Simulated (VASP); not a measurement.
# Ni (Im-3m) in VASP: notebook

Ni is run at these levels: PBE; tasks: single point, relaxation of cell and atoms.

All numbers are computed with VASP 6.6.1; they aren't measurements. Logs are shortened: lines on timing, memory, paths and dates and some standing lists are left out, and cuts for length are marked.

## Step 1: The cell of the first run

Symmetry: Im-3m, No. 229, cubic system. The conventional cell has a = 2.801 Å, b = 2.801 Å, c = 2.801 Å, α = 90.00°, β = 90.00°, γ = 90.00°. Ni (site symmetry m-3m) has 14 Ni at 2.43 to 2.80 Å within 3.2 Å.

## Step 2: Single point, PBE, collinear spin, ferromagnetic start

INCAR

```
ALGO = Normal ; EDIFF = 1E-7
ENCUT = 520 ; GGA = PE
ISIF = 2 ; ISMEAR = -1
ISPIN = 2 ; LASPH = T
LCHARG = F ; LMAXMIX = 4
LORBIT = 11 ; LREAL = F
LWAVE = F ; MAGMOM = 0.592
NBANDS = 15 ; NELM = 150
PREC = Accurate ; SIGMA = 0.1
```

KPOINTS

```
k-points
0
Gamma
  8 8 8
```

POSCAR

```
Ni
1.0
   -1.4003306329      1.4003306329      1.4003306329
    1.4003306329     -1.4003306329      1.4003306329
    1.4003306329      1.4003306329     -1.4003306329
Ni
1
Direct
    0.0000000000      0.0000000000      0.0000000000
```

Potentials or basis: VASP PAW PBE potentials, release 64 (Ni).

On the command line:

```bash
cat potpaw_PBE.64/Ni/POTCAR > POTCAR
mpirun -np 1 vasp_std > vasp.out
```

OUTCAR:

```text
EDIFF = 1E-7
   ENCUT = 520
   GGA = PE
   ISIF = 2
   ISMEAR = -1
   ISPIN = 2
   LASPH = T
   LORBIT = 11
   LREAL = F
   NELM = 150
   PREC = Accurate

 ion  position               nearest neighbor table
   1  0.000  0.000  0.000-

  LATTYP: Found a body centered cubic cell.
 ALAT       =     2.8006612658

  Lattice vectors:

 A1 = (  -1.4003306329,   1.4003306329,   1.4003306329)
 A2 = (   1.4003306329,  -1.4003306329,   1.4003306329)
 A3 = (   1.4003306329,   1.4003306329,  -1.4003306329)

Analysis of symmetry for initial positions (statically):
=====================================================================
 Subroutine PRICEL returns:
 Original cell was already a primitive cell.

 Routine SETGRP: Setting up the symmetry group for a
 body centered cubic supercell.

 Subroutine GETGRP returns: Found 48 space group operations
 (whereof 48 operations were pure point group operations)
 out of a pool of 48 trial point group operations.

The static configuration has the point symmetry O_h .

Analysis of symmetry for dynamics (positions and initial velocities):
=====================================================================
 Subroutine PRICEL returns:
 Original cell was already a primitive cell.

 Routine SETGRP: Setting up the symmetry group for a
 body centered cubic supercell.

 Subroutine GETGRP returns: Found 48 space group operations
 (whereof 48 operations were pure point group operations)
 out of a pool of 48 trial point group operations.

The dynamic configuration has the point symmetry O_h .

Analysis of structural, dynamic, and magnetic symmetry:
=====================================================================
 Subroutine PRICEL returns:
 Original cell was already a primitive cell.

 Routine SETGRP: Setting up the symmetry group for a
 body centered cubic supercell.

 Subroutine GETGRP returns: Found 48 space group operations
 (whereof 48 operations were pure point group operations)
 out of a pool of 48 trial point group operations.

The overall configuration has the point symmetry O_h .

 Subroutine INISYM returns: Found 48 space group operations
 (whereof 48 operations are pure point group operations),
 and found     1 'primitive' translations

----------------------------------------------------------------------------------------

                                     Primitive cell

  volume of cell :      10.9838

  direct lattice vectors                    reciprocal lattice vectors
    -1.400330633  1.400330633  1.400330633     0.000000000  0.357058532  0.357058532
     1.400330633 -1.400330633  1.400330633     0.357058532  0.000000000  0.357058532
     1.400330633  1.400330633 -1.400330633     0.357058532  0.357058532  0.000000000

  length of vectors
     2.425443804  2.425443804  2.425443804     0.504957018  0.504957018  0.504957018

  position of ions in fractional coordinates (direct lattice)
     0.000000000  0.000000000  0.000000000

  ion indices of the primitive-cell ions
   primitive index   ion index
                 1           1

----------------------------------------------------------------------------------------

 KPOINTS: k-points

Automatic generation of k-mesh.
 Grid dimensions read from file:
 generate k-points for:    8    8    8

 Generating k-lattice:

  Cartesian coordinates                     Fractional coordinates (reciprocal lattice)
     0.000000000  0.044632316  0.044632316     0.125000000  0.000000000  0.000000000
     0.044632316  0.000000000  0.044632316     0.000000000  0.125000000  0.000000000
     0.044632316  0.044632316  0.000000000     0.000000000  0.000000000  0.125000000

  Length of vectors
     0.063119627  0.063119627  0.063119627

  Shift w.r.t. Gamma in fractional coordinates (k-lattice)
     0.000000000  0.000000000  0.000000000

 Subroutine IBZKPT returns following result:
 ===========================================

 Found     29 irreducible k-points:

 Following reciprocal coordinates:
            Coordinates               Weight
  0.000000  0.000000  0.000000      1.000000
  0.125000  0.000000  0.000000     12.000000
  0.250000  0.000000  0.000000     12.000000
  0.375000  0.000000  0.000000     12.000000
  0.500000  0.000000  0.000000      6.000000
  0.125000  0.125000  0.000000     24.000000
[... 16 lines left out ...]
 -0.250000  0.250000  0.250000      6.000000
 -0.375000  0.375000  0.250000     24.000000
 [... further k-points ...]
   k-points           NKPTS =     29   k-points in BZ     NKDIM =     29   number of bands    NBANDS=     15
   number of dos      NEDOS =    301   number of ions     NIONS =      1
   total plane-waves  NPLWV =   5832
   dimension x,y,z NGX =    18 NGY =   18 NGZ =   18
   dimension x,y,z NGXF=    36 NGYF=   36 NGZF=   36
   ions per type =               1
   NGX,Y,Z   is equivalent  to a cutoff of  12.34, 12.34, 12.34 a.u.
   NGXF,Y,Z  is equivalent  to a cutoff of  24.68, 24.68, 24.68 a.u.
 SYSTEM =  unknown system
   PREC   = accura    normal or accurate (medium, high low for compatibility)
   ISTART =      0    job   : 0-new  1-cont  2-samecut
   ICHARG =      2    charge: 1-file 2-atom 10-const
   ISPIN  =      2    spin polarized calculation?
   LNONCOLLINEAR =      F non collinear calculations
   LSORBIT =      F    spin-orbit coupling
   LASPH  =      T    aspherical Exc in radial PAW
   ENCUT  =  520.0 eV  38.22 Ry    6.18 a.u.   4.51  4.51  4.51*2*pi/ulx,y,z
   NELM   =    150;   NELMIN=  2; NELMDL= -5     # of ELM steps
   EDIFF  = 0.1E-06   stopping-criterion for ELM
   LREAL  =      F    real-space projection
   EDIFFG = 0.1E-05   stopping-criterion for IOM
   NSW    =      0    number of steps for IOM
   IBRION =     -1    ionic relax: 0-MD 1-quasi-New 2-CG
   NFREE  =      0    steps in history (QN), initial steepest desc. (CG)
   ISIF   =      2    stress and relaxation
   ISYM   =      2    0-nonsym 1-usesym 2-fastsym
   POTIM  = 0.5000    time-step for ionic-motion
   TEBEG  =    0.0;   TEEND  =   0.0 temperature during run
   PSTRESS=    0.0 pullay stress
   NELECT =      10.0000    total number of electrons
   NUPDOWN=      -1.0000    fix difference up-down
   EMIN   =  10.00;   EMAX   =-10.00  energy-range for DOS
   EFERMI =   0.00;   METHOD = LEGACY
   ISMEAR =    -1;   SIGMA  =   0.10  broadening in eV -4-tet -1-fermi 0-gaus
   EFERMI_NEDOS =   21; number of points for ismear=-14 and -15
   IALGO  =     38    algorithm
   IMIX   =      4    mixing-type and parameters
     AMIX     =   0.40;   BMIX     =  1.00
     AMIX_MAG =   1.60;   BMIX_MAG =  1.00
  volume/ion in A,a.u.               =      10.98        74.12
  Fermi-wavevector in a.u.,A,eV,Ry     =   1.586686  2.998401 34.253640  2.517572
  Thomas-Fermi vector in A             =   2.685959
   LORBIT       =     11    0 simple, 1 ext, 2 COOP (PROOUT), +10 PAW based schemes
   GGA     = PE    functional components
   LHFCALC =     F    Hartree Fock is set to
   AEXX    =    0.0000 exact exchange contribution
   IVDW    =     0    specifies the selected vdW correction
   LEPSILON=     F    determine dielectric tensor
   LRPA    =     F    only Hartree local field effects (RPA)
 spin polarized calculation
  energy-cutoff  :      520.00
  volume of cell :       10.98
 maximum number of plane-waves:       321
   NGX =  9   NGY =  9   NGZ =  9

 number of electron      10.0000000 magnetization       0.5920000

 number of electron       9.9999984 magnetization       0.5622610

 Free energy of the ion-electron system (eV)
  ---------------------------------------------------
  ext. energy  EPLUGINS =         0.00000000
  ---------------------------------------------------
  free energy    TOTEN  =        -5.40100035 eV

  energy without entropy =       -5.34583215  energy(sigma->0) =       -5.37341625

 E-fermi :   9.1698     XC(G=0): -13.1931

 val. band max:        9.1589852884   @ k =   0.5000   0.5000   0.3750
 cond. band min:       9.2138546926   @ k =  -0.2500   0.2500   0.2500
 fundamental gap:      0.0548694042
 Fermi energy:         9.1697996972

 spin component 1

 k-point     1 :       0.0000    0.0000    0.0000
  band No.  band energies     occupation
      1       0.2941      1.00000
      2       6.8574      1.00000
      3       6.8574      1.00000
      4       6.8574      1.00000
      5       8.2605      0.99989
      6       8.2605      0.99989
      7      35.4743      0.00000
      8      35.4743      0.00000
      9      35.4743      0.00000
     10      40.3055      0.00000
     11      40.3055      0.00000
     12      41.2019      0.00000
     13      41.2019      0.00000
     14      41.2019      0.00000
     15      42.0332      0.00000

 k-point     2 :       0.1250    0.0000    0.0000
  band No.  band energies     occupation
      1       0.9279      1.00000
      2       6.7192      1.00000
      3       6.8399      1.00000
      4       7.1392      1.00000
      5       8.1374      0.99997
      6       8.2725      0.99987
      7      31.2533      0.00000
      8      34.0592      0.00000
      9      34.7232      0.00000
     10      36.8477      0.00000
     11      37.9296      0.00000
     12      38.7946      0.00000
     13      42.3012      0.00000
     14      44.0297      0.00000
     15      45.8759      0.00000
[... 365 lines left out ...]
      3       7.2240      1.00000
      4       7.2240      1.00000
      5       7.8413      1.00000
      6       9.2139      0.39161
      7      25.8438      0.00000
      8      25.8438      0.00000
      9      27.0173      0.00000
     10      28.9555      0.00000
     11      43.7344      0.00000
     12      43.7344      0.00000
     13      44.1749      0.00000
     14      45.6020      0.00000
     15      49.8119      0.00000

 k-point    24 :      -0.3750    0.3750    0.2500
  band No.  band energies     occupation
      1       5.3342      1.00000
      2       6.0414      1.00000
      3       7.2387      1.00000
      4       7.6427      1.00000
      5       8.5435      0.99810
      6      11.0422      0.00000
      7      20.4384      0.00000
      8      23.4888      0.00000
      9      26.6645      0.00000
     10      30.1176      0.00000
     11      39.7078      0.00000
     12      42.4001      0.00000
     13      44.9595      0.00000
     14      50.5441      0.00000
     15      53.6781      0.00000

 [... further k-points ...]

 spin component 2

 k-point     1 :       0.0000    0.0000    0.0000
  band No.  band energies     occupation
      1       0.2829      1.00000
      2       7.5436      1.00000
      3       7.5437      1.00000
      4       7.5437      1.00000
      5       8.7420      0.98632
      6       8.7420      0.98632
      7      35.3730      0.00000
      8      35.3730      0.00000
      9      35.3730      0.00000
     10      40.2360      0.00000
     11      40.2360      0.00000
     12      41.3859      0.00000
     13      41.3859      0.00000
     14      41.3859      0.00000
     15      42.1913      0.00000

 k-point     2 :       0.1250    0.0000    0.0000
  band No.  band energies     occupation
      1       0.9178      1.00000
      2       7.3953      1.00000
      3       7.5116      1.00000
      4       7.8355      1.00000
      5       8.6180      0.99600
      6       8.7550      0.98446
      7      31.2668      0.00000
      8      33.9917      0.00000
      9      34.6968      0.00000
     10      37.0208      0.00000
     11      38.0382      0.00000
     12      38.8033      0.00000
     13      42.2948      0.00000
     14      44.1239      0.00000
     15      45.9504      0.00000
[... 365 lines left out ...]
      3       7.8941      1.00000
      4       7.8941      1.00000
      5       8.5695      0.99753
      6       9.6281      0.01012
      7      25.9883      0.00000
      8      25.9883      0.00000
      9      27.0348      0.00000
     10      29.0011      0.00000
     11      43.7568      0.00000
     12      43.7568      0.00000
     13      44.2840      0.00000
     14      45.6876      0.00000
     15      50.0410      0.00000

 k-point    24 :      -0.3750    0.3750    0.2500
  band No.  band energies     occupation
      1       5.5634      1.00000
      2       6.4047      1.00000
      3       7.9105      1.00000
      4       8.2890      0.99985
      5       9.2998      0.21424
      6      11.3047      0.00000
      7      20.5902      0.00000
      8      23.6176      0.00000
      9      26.7093      0.00000
     10      30.1685      0.00000
     11      39.8058      0.00000
     12      42.4776      0.00000
     13      45.0302      0.00000
     14      50.5883      0.00000
     15      54.1640      0.00000

 [... further k-points ...]
[... 5 lines left out ...]
  --------------------------------------------------------------------------------------
  -------------------------------------------------------------------------------------
  Total        0.0438550      0.0438550      0.0438550      0.0000000      0.0000000     -0.0000000
  in kB        6.3970233      6.3970233      6.3970233      0.0000000      0.0000000     -0.0000000
  external PRESSURE =       6.3970233 kB  Pullay stress =       0.0000000 kB

 VOLUME and BASIS-vectors are now :
 -----------------------------------------------------------------------------
  energy-cutoff  :      520.00
  volume of cell :       10.98
      direct lattice vectors                 reciprocal lattice vectors
    -1.400330633  1.400330633  1.400330633     0.000000000  0.357058532  0.357058532
     1.400330633 -1.400330633  1.400330633     0.357058532  0.000000000  0.357058532
     1.400330633  1.400330633 -1.400330633     0.357058532  0.357058532  0.000000000

 POSITION                                       TOTAL-FORCE (eV/Angst)
 -----------------------------------------------------------------------------------
      0.00000      0.00000      0.00000        -0.000000      0.000000     -0.000000
 -----------------------------------------------------------------------------------
    total drift:                                0.000000      0.000000      0.000000

  FREE ENERGIE OF THE ION-ELECTRON SYSTEM (eV)
  ---------------------------------------------------
  free  energy   TOTEN  =        -5.4010003457 eV

  energy  without entropy=       -5.3458321462  energy(sigma->0) =       -5.37341625

 total charge

# of ion       s       p       d       tot
------------------------------------------
    1        0.488   0.479   8.332   9.299

 magnetization (x)

# of ion       s       p       d       tot
------------------------------------------
    1       -0.005  -0.016   0.591   0.571
```

Run time: 5.4 s. Hardware: 1 thread of Intel Xeon 6975P-C (Granite Rapids), shared host; peak memory 0.12 GiB.

Results:

- Free energy: -5.4010 eV
- Pressure: 0.6 GPa
- Net moment: 0.56 μB per cell
- Site moments: Ni +0.57 μB
- Valence electrons inside the program's atomic spheres: Ni 9.30

Caveat: the k points lie up to 0.40 Å⁻¹ apart.

(Continued in part 2 of 2.)
